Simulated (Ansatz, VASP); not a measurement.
## CuO: VASP beside Ansatz

```
CELL_PARAMETERS angstrom
2.09266 -2.09164 0.16821
2.09266 2.09164 0.16821
-0.41390 0.00000 5.15686
ATOMIC_POSITIONS crystal
Cu 0.99425 0.49425 0.00185
Cu 0.49425 0.99425 0.50185
O 0.49421 0.49429 0.25185
O 0.49429 0.49421 0.75185
```

Alike in both runs: functional PBE; k mesh 14 × 14 × 8; occupations gaussian, width 0.1 eV; no spin polarisation; Hubbard terms Cu d U = 4.0 eV.

Ansatz relaxed the structure, and its values are those at the end. VASP's run is a single point on that final structure, the one shown.

|  | VASP | Ansatz |
| --- | --- | --- |
| version | VASP 6.6.1 | Ansatz 0.2.0 |
| potentials or method | VASP PAW PBE potentials, release 64 (Cu, O), cutoff 520 eV | scalar-relativistic, plane waves, PAW |
| valence electrons in the cell | 34 | 50 |

Ansatz gave:

```
gap on the k mesh at the Fermi level (eV) : none
pressure (GPa)                            : 0.0
```

**Question.** What did VASP give for the same quantities?

**Answer.** gap on the k mesh at the Fermi level (eV): none; pressure (GPa): -3.2.

The programs project onto different local orbitals, so the same U acts differently, and such runs can settle in different states. A gap of «none» marks a metal or a gap that the smearing closes. VASP's potentials hold 34 valence electrons a cell and Ansatz's 50, so a difference there can come from the potentials and not from the codes. Ansatz's warnings: filled band counts differ across k points, structure snapped to symmetry.
